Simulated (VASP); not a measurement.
# LiF3 (P-6m2) in VASP: notebook

Runs on LiF3. Level: PBE. Tasks: single point, relaxation of cell and atoms.

All numbers are computed with VASP 6.6.1; they aren't measurements. Logs are shortened: lines on timing, memory, paths and dates and some standing lists are left out, and cuts for length are marked.

### Step 1. The cell of the first run

The structure is hexagonal, space group P-6m2 (No. 187). Conventional cell: a = 2.443 Å, b = 2.443 Å, c = 8.011 Å, α = 90.00°, β = 90.00°, γ = 120.00°. Li (site symmetry -6m2) has 6 Li at 2.44 Å and 6 F at 2.48 Å within 3.2 Å. F (site symmetry -6m2) has 12 F at 2.42 to 2.44 Å within 3.2 Å. Within 3.2 Å of F (site symmetry 3m) lie 9 F at 2.42 to 2.44 Å and 3 Li at 2.48 Å.

### Step 2. Single point, PBE, collinear spin, ferromagnetic start

File INCAR:

```
SYSTEM = LiF3
PREC = Accurate
ENCUT = 520
EDIFF = 1E-6
ISMEAR = 0
SIGMA = 0.1
LREAL = .FALSE.
LASPH = .TRUE.
NELM = 150
ALGO = Normal
ISIF = 2
LWAVE = .FALSE.
LCHARG = .FALSE.
ISPIN = 2
MAGMOM = 0 1 1 1
LORBIT = 11
GGA = PE
NBANDS = 24
```

File KPOINTS:

```
Automatic mesh
0
G
  12 12 2
  0 0 0
```

File POSCAR:

```
LiF3
1.0
    2.4434548300      0.0000000000      0.0000000000
   -1.2217274100      2.1160939500      0.0000000000
    0.0000000000      0.0000000000      8.0107147400
Li F
1 3
Direct
    0.6666666700      0.3333333300      0.0000000000
    0.6666666700      0.3333333300      0.5000000000
    0.3333333300      0.6666666700      0.2540725200
    0.3333333300      0.6666666700      0.7459274800
```

Potentials or basis: VASP PAW PBE potentials, release 64 (Li_sv, F).

Command:

```sh
$ cat potpaw_PBE.64/Li_sv/POTCAR potpaw_PBE.64/F/POTCAR > POTCAR
$ mpirun -np 1 vasp_std > vasp.out
```

OUTCAR:

```text
SYSTEM = LiF3
   PREC = Accurate
   ENCUT = 520
   EDIFF = 1E-6
   ISMEAR = 0
   LREAL = .FALSE.
   LASPH = .TRUE.
   NELM = 150
   ISIF = 2
   ISPIN = 2
   LORBIT = 11
   GGA = PE

 ion  position               nearest neighbor table
   1  0.667  0.333  0.000-
   2  0.667  0.333  0.500-
   3  0.333  0.667  0.254-
   4  0.333  0.667  0.746-

  LATTYP: Found a hexagonal cell.
 ALAT       =     2.4434548300
 C/A-ratio  =     3.2784378257

  Lattice vectors:

 A1 = (   2.4434548300,   0.0000000000,   0.0000000000)
 A2 = (  -1.2217274100,   2.1160939500,   0.0000000000)
 A3 = (   0.0000000000,   0.0000000000,   8.0107147400)

Analysis of symmetry for initial positions (statically):
=====================================================================
 Subroutine PRICEL returns:
 Original cell was already a primitive cell.

 Routine SETGRP: Setting up the symmetry group for a
 hexagonal supercell.

 Subroutine GETGRP returns: Found 12 space group operations
 (whereof 12 operations were pure point group operations)
 out of a pool of 24 trial point group operations.

The static configuration has the point symmetry D_3h.

Analysis of symmetry for dynamics (positions and initial velocities):
=====================================================================
 Subroutine PRICEL returns:
 Original cell was already a primitive cell.

 Routine SETGRP: Setting up the symmetry group for a
 hexagonal supercell.

 Subroutine GETGRP returns: Found 12 space group operations
 (whereof 12 operations were pure point group operations)
 out of a pool of 24 trial point group operations.

The dynamic configuration has the point symmetry D_3h.

Analysis of structural, dynamic, and magnetic symmetry:
=====================================================================
 Subroutine PRICEL returns:
 Original cell was already a primitive cell.

 Routine SETGRP: Setting up the symmetry group for a
 hexagonal supercell.

 Subroutine GETGRP returns: Found 12 space group operations
 (whereof 12 operations were pure point group operations)
 out of a pool of 24 trial point group operations.

The overall configuration has the point symmetry D_3h.

 Subroutine INISYM returns: Found 12 space group operations
 (whereof 12 operations are pure point group operations),
 and found     1 'primitive' translations

----------------------------------------------------------------------------------------

                                     Primitive cell

  volume of cell :      41.4200

  direct lattice vectors                    reciprocal lattice vectors
     2.443454830  0.000000000  0.000000000     0.409256593  0.236284404  0.000000000
    -1.221727410  2.116093950  0.000000000     0.000000000  0.472568810  0.000000000
     0.000000000  0.000000000  8.010714740     0.000000000  0.000000000  0.124832806

  length of vectors
     2.443454830  2.443454822  8.010714740     0.472568809  0.472568810  0.124832806

  position of ions in fractional coordinates (direct lattice)
     0.666666670  0.333333330  0.000000000
     0.666666670  0.333333330  0.500000000
     0.333333330  0.666666670  0.254072520
     0.333333330  0.666666670  0.745927480

  ion indices of the primitive-cell ions
   primitive index   ion index
                 1           1
                 2           2
                 3           3
                 4           4

----------------------------------------------------------------------------------------

 KPOINTS: Automatic mesh

Automatic generation of k-mesh.
 Grid dimensions read from file:
 generate k-points for:   12   12    2

 Generating k-lattice:

  Cartesian coordinates                     Fractional coordinates (reciprocal lattice)
     0.034104716  0.019690367  0.000000000     0.083333333  0.000000000  0.000000000
     0.000000000  0.039380734  0.000000000     0.000000000  0.083333333  0.000000000
     0.000000000  0.000000000  0.062416403     0.000000000  0.000000000  0.500000000

  Length of vectors
     0.039380734  0.039380734  0.062416403

  Shift w.r.t. Gamma in fractional coordinates (k-lattice)
     0.000000000  0.000000000  0.000000000

 Subroutine IBZKPT returns following result:
 ===========================================

 Found     38 irreducible k-points:

 Following reciprocal coordinates:
            Coordinates               Weight
  0.000000  0.000000  0.000000      1.000000
  0.083333 -0.000000  0.000000      6.000000
  0.166667  0.000000  0.000000      6.000000
  0.250000 -0.000000  0.000000      6.000000
  0.333333  0.000000  0.000000      6.000000
  0.416667 -0.000000  0.000000      6.000000
[... 16 lines left out ...]
  0.250000 -0.000000  0.500000      6.000000
  0.333333  0.000000  0.500000      6.000000
 [... further k-points ...]
   k-points           NKPTS =     38   k-points in BZ     NKDIM =     38   number of bands    NBANDS=     24
   number of dos      NEDOS =    301   number of ions     NIONS =      4
   total plane-waves  NPLWV =  19440
   dimension x,y,z NGX =    18 NGY =   18 NGZ =   60
   dimension x,y,z NGXF=    36 NGYF=   36 NGZF=  120
   ions per type =               1   3
   NGX,Y,Z   is equivalent  to a cutoff of  12.25, 12.25, 12.45 a.u.
   NGXF,Y,Z  is equivalent  to a cutoff of  24.49, 24.49, 24.90 a.u.
 SYSTEM =  LiF3
   PREC   = accura    normal or accurate (medium, high low for compatibility)
   ISTART =      0    job   : 0-new  1-cont  2-samecut
   ICHARG =      2    charge: 1-file 2-atom 10-const
   ISPIN  =      2    spin polarized calculation?
   LNONCOLLINEAR =      F non collinear calculations
   LSORBIT =      F    spin-orbit coupling
   LASPH  =      T    aspherical Exc in radial PAW
   ENCUT  =  520.0 eV  38.22 Ry    6.18 a.u.   4.54  4.54 14.89*2*pi/ulx,y,z
   NELM   =    150;   NELMIN=  2; NELMDL= -5     # of ELM steps
   EDIFF  = 0.1E-05   stopping-criterion for ELM
   LREAL  =      F    real-space projection
   EDIFFG = 0.1E-04   stopping-criterion for IOM
   NSW    =      0    number of steps for IOM
   IBRION =     -1    ionic relax: 0-MD 1-quasi-New 2-CG
   NFREE  =      0    steps in history (QN), initial steepest desc. (CG)
   ISIF   =      2    stress and relaxation
   ISYM   =      2    0-nonsym 1-usesym 2-fastsym
   POTIM  = 0.5000    time-step for ionic-motion
   TEBEG  =    0.0;   TEEND  =   0.0 temperature during run
   PSTRESS=    0.0 pullay stress
   NELECT =      24.0000    total number of electrons
   NUPDOWN=      -1.0000    fix difference up-down
   EMIN   =  10.00;   EMAX   =-10.00  energy-range for DOS
   EFERMI =   0.00;   METHOD = LEGACY
   ISMEAR =     0;   SIGMA  =   0.10  broadening in eV -4-tet -1-fermi 0-gaus
   EFERMI_NEDOS =   21; number of points for ismear=-14 and -15
   IALGO  =     38    algorithm
   IMIX   =      4    mixing-type and parameters
     AMIX     =   0.40;   BMIX     =  1.00
     AMIX_MAG =   1.60;   BMIX_MAG =  1.00
  volume/ion in A,a.u.               =      10.36        69.88
  Fermi-wavevector in a.u.,A,eV,Ry     =   1.364819  2.579134 25.343994  1.862731
  Thomas-Fermi vector in A             =   2.491102
   LORBIT       =     11    0 simple, 1 ext, 2 COOP (PROOUT), +10 PAW based schemes
   GGA     = PE    functional components
   LHFCALC =     F    Hartree Fock is set to
   AEXX    =    0.0000 exact exchange contribution
   IVDW    =     0    specifies the selected vdW correction
   LEPSILON=     F    determine dielectric tensor
   LRPA    =     F    only Hartree local field effects (RPA)
 spin polarized calculation
 Gauss-broadening in eV      SIGMA  =   0.10
  energy-cutoff  :      520.00
  volume of cell :       41.42
 maximum number of plane-waves:      1140
   NGX =  9   NGY =  9   NGZ = 29

 number of electron      24.0000034 magnetization       0.9075830

 Free energy of the ion-electron system (eV)
  ---------------------------------------------------
  ext. energy  EPLUGINS =         0.00000000
  ---------------------------------------------------
  free energy    TOTEN  =        -8.12098780 eV

  energy without entropy =       -8.08706198  energy(sigma->0) =       -8.10402489

 E-fermi :  -1.2807     XC(G=0):  -9.6640

 val. band max:       -1.2823191093   @ k =   0.1667   0.0000   0.0000
 cond. band min:      -1.2749287935   @ k =   0.2500   0.1667   0.5000
 fundamental gap:      0.0073903158
 Fermi energy:        -1.2806880261

 spin component 1

 k-point     1 :       0.0000    0.0000    0.0000
  band No.  band energies     occupation
      1     -48.0383      1.00000
      2     -23.6545      1.00000
      3     -22.3083      1.00000
      4     -22.0766      1.00000
      5      -5.5406      1.00000
      6      -4.6166      1.00000
[... 16 lines left out ...]
     23      27.2049      0.00000
     24      27.2049      0.00000
[... 598 lines left out ...]
      2     -22.8232      1.00000
      3     -21.4922      1.00000
      4     -21.4050      1.00000
      5      -5.1618      1.00000
      6      -4.6671      1.00000
[... 16 lines left out ...]
     23      22.6792      0.00000
     24      23.5799      0.00000

 [... further k-points ...]

 spin component 2

 k-point     1 :       0.0000    0.0000    0.0000
  band No.  band energies     occupation
      1     -48.0398      1.00000
      2     -22.6780      1.00000
      3     -22.4048      1.00000
      4     -21.3611      1.00000
      5      -5.0037      1.00000
      6      -4.5699      1.00000
[... 16 lines left out ...]
     23      27.1910      0.00000
     24      27.1910      0.00000
[... 598 lines left out ...]
      2     -21.7170      1.00000
      3     -21.5931      1.00000
      4     -20.7500      1.00000
      5      -4.2634      1.00000
      6      -4.1415      1.00000
[... 16 lines left out ...]
     23      23.0147      0.00000
     24      23.6251      0.00000

 [... further k-points ...]
[... 5 lines left out ...]
  --------------------------------------------------------------------------------------
  -------------------------------------------------------------------------------------
  Total        3.8906742      3.8906742     -7.1678987      0.0000000      0.0000000      0.0000000
  in kB      150.4959883    150.4959875   -277.2629980      0.0000004      0.0000000      0.0000000
  external PRESSURE =       7.9096592 kB  Pullay stress =       0.0000000 kB

 VOLUME and BASIS-vectors are now :
 -----------------------------------------------------------------------------
  energy-cutoff  :      520.00
  volume of cell :       41.42
      direct lattice vectors                 reciprocal lattice vectors
     2.443454830  0.000000000  0.000000000     0.409256593  0.236284404  0.000000000
    -1.221727410  2.116093950  0.000000000     0.000000000  0.472568810  0.000000000
     0.000000000  0.000000000  8.010714740     0.000000000  0.000000000  0.124832806

 POSITION                                       TOTAL-FORCE (eV/Angst)
 -----------------------------------------------------------------------------------
      1.22173      0.70536      0.00000         0.000000      0.000000     -0.000000
      1.22173      0.70536      4.00536        -0.000000      0.000000     -0.000000
     -0.00000      1.41073      2.03530         0.000000      0.000000     -2.824915
     -0.00000      1.41073      5.97541         0.000000      0.000000      2.824915
 -----------------------------------------------------------------------------------
    total drift:                                0.000017     -0.000010      0.000000

  FREE ENERGIE OF THE ION-ELECTRON SYSTEM (eV)
  ---------------------------------------------------
  free  energy   TOTEN  =        -8.1209877995 eV

  energy  without entropy=       -8.0870619751  energy(sigma->0) =       -8.10402489

 total charge

# of ion       s       p       d       tot
------------------------------------------
    1        2.012   0.038   0.000   2.050
    2        1.771   3.980   0.000   5.750
    3        1.761   4.126   0.000   5.887
    4        1.761   4.126   0.000   5.887
--------------------------------------------------
tot          7.304  12.270   0.000  19.574

 magnetization (x)

# of ion       s       p       d       tot
------------------------------------------
    1       -0.000  -0.000   0.000  -0.000
    2        0.004   0.930   0.000   0.933
    3       -0.000  -0.052   0.000  -0.052
    4       -0.000  -0.052   0.000  -0.052
--------------------------------------------------
tot          0.003   0.826   0.000   0.829
```

Run time: 3.8 min. Hardware: 1 thread of Intel Xeon Platinum 8488C (Sapphire Rapids), shared host; peak memory 0.19 GiB.

What came out:

```yaml
Free_energy: -8.1210 eV
Largest_force: 2.825 eV/Å
Net_moment: 0.91 μB per cell
Site_moments: Li -0.00; F +0.93, -0.05 μB
Valence_electrons_inside_the_program's_atomic_spheres: Li 2.05; F 5.75, 5.89
```

Forces on the atoms (eV/Å):
```
Li   0.000  0.000  0.000
F    0.000  0.000  0.000
F    0.000  0.000 -2.825
F    0.000  0.000  2.825
```

Levels at points of the mesh, in eV from the Fermi level:
Spin up:
```csv
k point,band 10,band 11,band 12,band 13,band 14,band 15,band 16,band 17
"(0.00, 0.00, 0.00)",0.38,0.38,0.39,0.39,2.65,7.40,14.21,17.78
"(0.50, 0.00, 0.00)",-1.57,-1.19,-0.31,-0.25,3.84,10.22,12.03,15.59
"(0.00, 0.00, 0.50)",0.38,0.38,0.39,0.39,2.85,7.24,14.97,15.89
"(0.50, 0.00, 0.50)",-1.45,-1.26,-0.32,-0.24,3.86,10.21,12.04,15.57
```
Spin down:
```csv
k point,band 9,band 10,band 11,band 12,band 13,band 14,band 15,band 16
"(0.00, 0.00, 0.00)",0.16,0.19,0.19,0.90,0.90,2.65,7.44,14.44
"(0.50, 0.00, 0.00)",-1.20,-0.63,-0.49,-0.15,0.33,3.83,10.21,12.03
"(0.00, 0.00, 0.50)",0.16,0.19,0.19,0.90,0.90,2.93,7.26,15.31
"(0.50, 0.00, 0.50)",-0.93,-0.62,-0.50,-0.24,0.33,3.85,10.20,12.04
```

Caveat: the k points lie up to 0.39 Å⁻¹ apart; the cutoff is under 1.25 times the usual one of these potentials, so pressure, stress and relaxed cells hold a basis-set (Pulay) error; forces of over 1 eV/Å act on the atoms, so gaps and moduli don't describe the material at rest.

### Step 3. Single point, PBE, collinear spin, ferromagnetic start

This run uses another cell than the first one, of 13.67 Å³/atom, 1.320 times its volume.

File INCAR:

```
PREC = Accurate
ENCUT = 520
EDIFF = 1E-6
ISMEAR = 0
SIGMA = 0.1
LREAL = F
LASPH = T
NELM = 150
ALGO = Normal
ISIF = 2
LWAVE = F
LCHARG = F
ISPIN = 2
MAGMOM = 0 0.72 0.72 0.72
LORBIT = 11
GGA = PE
NBANDS = 24
```

File KPOINTS:

```
Automatic mesh
0
Gamma
  6 6 4
```

File POSCAR:

```
LiF3
1.0
    3.0013638949      0.0000000000      0.0000000000
   -1.5006819474      2.5992573790      0.0000000000
    0.0000000000      0.0000000000      7.0083875619
Li F
1 3
Direct
    0.6666666667      0.3333333333      0.0000000000
    0.6666666667      0.3333333333      0.5000000000
    0.3333333333      0.6666666667      0.1390881087
    0.3333333333      0.6666666667      0.8609118913
```

Potentials or basis: VASP PAW PBE potentials, release 64 (Li_sv, F).

Command:

```sh
$ cat potpaw_PBE.64/Li_sv/POTCAR potpaw_PBE.64/F/POTCAR > POTCAR
$ mpirun -np 1 vasp_std > vasp.out
```

Run time: 3 min. Hardware: 1 thread of Intel Xeon Platinum 8488C (Sapphire Rapids), shared host; peak memory 0.2 GiB.

Results (log left out):

```
Free energy                                           : -11.8948 eV
Largest force                                         : 0.019 eV/Å
Band gap on the k mesh                                : zero (filled and empty bands overlap)
Net moment                                            : 2.00 μB per cell
Site moments                                          : Li -0.00; F +0.84, +0.48 μB
Valence electrons inside the program's atomic spheres : Li 2.06; F 5.76, 5.96
```

Forces on the atoms (eV/Å):
```
Li   0.000  0.000  0.000
F    0.000  0.000  0.000
F    0.000  0.000  0.019
F    0.000  0.000 -0.019
```

Levels at points of the mesh, in eV from the Fermi level:
Spin up:
```
           k point  band 9  band 10  band 11  band 12  band 13  band 14  band 15  band 16  band 17  band 18
(0.00, 0.00, 0.00)   -1.39    -1.39    -0.49    -0.49    -0.37     8.96    11.26    12.20    17.46    19.03
(0.50, 0.00, 0.00)   -1.88    -1.76    -1.04    -0.74    -0.44    12.20    14.69    15.50    15.51    15.82
(0.00, 0.00, 0.50)   -1.39    -1.29    -0.68    -0.49    -0.49     9.72     9.77    13.80    15.46    19.03
(0.50, 0.00, 0.50)   -1.79    -1.77    -1.07    -0.73    -0.45    12.22    14.51    15.03    16.00    16.57
```
Spin down:
```tsv
k point	band 8	band 9	band 10	band 11	band 12	band 13	band 14	band 15
(0.00, 0.00, 0.00)	-0.80	0.00	0.00	0.42	0.42	1.53	9.21	11.52
(0.50, 0.00, 0.00)	-1.35	-0.78	-0.28	-0.25	0.18	1.59	12.33	14.96
(0.00, 0.00, 0.50)	-0.50	-0.01	-0.01	0.42	0.42	1.30	9.96	10.12
(0.50, 0.00, 0.50)	-1.35	-0.86	-0.31	-0.28	0.19	1.62	12.34	14.76
```

Caveat: the k points lie up to 0.40 Å⁻¹ apart; the cutoff is under 1.25 times the usual one of these potentials, so pressure, stress and relaxed cells hold a basis-set (Pulay) error.

(Continued in part 2 of 2.)
